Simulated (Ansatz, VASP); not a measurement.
# Two plane-wave programs on Tl

```
Tl
1.0
     0.00000    2.55894    2.55894
     2.55894    0.00000    2.55894
     2.55894    2.55894    0.00000
Tl
1
Cartesian
  0.0000 0.0000 0.0000
```

Alike in both runs: task single point; functional RPBE; k mesh 12 × 12 × 12; occupations fermi-dirac, width 0.1 eV; no spin polarisation.

|  | VASP | Ansatz |
| --- | --- | --- |
| version | VASP 6.6.1 | Ansatz 0.2.0 |
| potentials or method | VASP PAW PBE potentials, release 64 (Tl_d), cutoff 520 eV | plane waves (420 eV) with PAW, scalar-relativistic |
| valence electrons in the cell | 13 | 13 |

```csv
,VASP,Ansatz,Ansatz less VASP
pressure (GPa),0.0,0.0,+0.05
```

VASP's potentials were made for PBE, not for RPBE. With one functional, cell and mesh, what is left measures potentials, basis and numerics.

Neither program's run includes spin-orbit coupling.
